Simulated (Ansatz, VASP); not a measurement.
**One calculation of KI, two programs**

File POSCAR:

```
KI
1.0
    0.0000000000      3.5245500000      3.4893045000
    3.5245500000      0.0000000000      3.4893045000
    3.5245500000      3.5245500000      0.0000000000
K I
1 1
Direct
    0.0000000000      0.0000000000      0.0000000000
    0.5000000000      0.5000000000      0.5000000000
```

INCAR.step1

```
SYSTEM = KI
ALGO = Normal ; EDIFF = 1E-4
ENCUT = 520 ; GGA = PE
ISMEAR = 0 ; LASPH = .True.
LCHARG = .False. ; LREAL = .False.
LWAVE = .True. ; NBANDS = 15
NELM = 100 ; PREC = Accurate
SIGMA = 0.05
```

File INCAR.step2:

```
SYSTEM = KI
ALGO = Normal ; EDIFF = 1E-7
ENCUT = 520 ; ISIF = 2
ISMEAR = 0 ; ISTART = 1
LASPH = .True. ; LCHARG = .False.
LMIXTAU = .True. ; LREAL = .False.
LWAVE = .False. ; METAGGA = R2SCAN
NBANDS = 15 ; NELM = 100
PREC = Accurate ; SIGMA = 0.05
```

The input KPOINTS:

```
k-points
0
Gamma
  6 6 6
  0 0 0
```

Input for Ansatz:

```yaml
crystal:
  lattice:
    - [0.0, 3.52455, 3.4893045]
    - [3.52455, 0.0, 3.4893045]
    - [3.52455, 3.52455, 0.0]
  atoms:
    - { symbol: K, position: [0.0, 0.0, 0.0] }
    - { symbol: I, position: [0.5, 0.5, 0.5] }
basis:
  ecutwfc: 500
kpoints:
  mp_grid: { grid: [6, 6, 6] }
hamiltonian:
  xc: r2scan
scf:
  occupations: { method: gaussian, width: 0.05 }
output:
  forces: true
  stress: true
  eigenvalues: true
  write_density: true
  write_potential: true
  elf: true
  volumetric_format: npy
```

Change from the starting cell: strain -0.0100 x Voigt [0, 0, 1, 0, 0, 0], atoms carried along.

Alike in both runs: task single point; functional r2SCAN; k mesh 6 × 6 × 6; occupations gaussian, width 0.05 eV; no spin polarisation.

|  | VASP | Ansatz |
| --- | --- | --- |
| version | VASP 6.6.1 | Ansatz 0.2.0 |
| potentials or method | VASP PAW PBE potentials, release 64 (K_sv, I), cutoff 520 eV | scalar-relativistic, plane waves, PAW |
| valence electrons in the cell | 16 | 26 |

|  | VASP | Ansatz | Ansatz less VASP |
| --- | --- | --- | --- |
| gap on the k mesh at the Fermi level (eV) | 4.65 | 4.65 | +0.003 |
| least direct gap on the mesh (eV) | 4.65 | 4.65 | +0.003 |
| pressure (GPa) | 0.4 | 0.4 | 0.00 |
| traceless stress, the component that is largest in VASP (GPa) | 0.22 | 0.21 | -0.002 |

VASP's potentials were made for PBE, not for r2SCAN. VASP's potentials hold 16 valence electrons a cell and Ansatz's 26, so a difference there can come from the potentials and not from the codes.

Spin-orbit coupling is off throughout.
